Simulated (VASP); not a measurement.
Set up this calculation in VASP 6.6.1, as the native input.

* Task: single point
* Functional: PBEsol
* Potentials or basis: VASP PAW PBE potentials, release 64 (Sn_d)
* Cutoff: 520 eV
* k mesh: 11 × 11 × 11
* Occupations: fermi-dirac, width 0.1 eV
* Spin: no spin polarisation
* Dipole correction: no
* Further INCAR settings: ALGO = Normal; EDIFF = 1e-07; NBANDS = 13

The structure of Sn lies in POSCAR:

```
Sn
1.0
   -1.7265390000      1.7755470000      2.3383420000
    1.7265390000     -1.7755470000      2.3383420000
    1.7265390000      1.7755470000     -2.3383420000
Sn
1
Direct
    0.0000000000      0.0000000000      0.0000000000
```

These files were run (other wordings do the same):

INCAR

```
PREC = Accurate
ENCUT = 520
EDIFF = 1E-7
ISMEAR = -1
SIGMA = 0.1
LREAL = F
LASPH = T
NELM = 100
ALGO = Normal
ISIF = 2
LWAVE = F
LCHARG = F
GGA = PS
NBANDS = 13
```

KPOINTS

```
Automatic mesh
0
Gamma
  11 11 11
```

Potentials or basis: VASP PAW PBE potentials, release 64 (Sn_d).

Run with:

```bash
$ cat potpaw_PBE.64/Sn_d/POTCAR > POTCAR
$ mpirun -np 1 vasp_std > vasp.out
```

Results of the run:

```json
{
 "Pressure": "-3.7 GPa",
 "Band gap on the k mesh": "zero (band 7 reaches 14.37 eV, above the bottom of band 8 at 5.58 eV)"
}
```

Caveat: the PAW data sets were made with another functional, which shifts forces and pressure a little; spin-orbit coupling is left out, which moves the levels of the heavy elements.

It took 27 s on 1 thread of Intel(R) Xeon(R) 6975P-C (Granite Rapids), with other jobs on the host, peak memory 0.2 GiB.
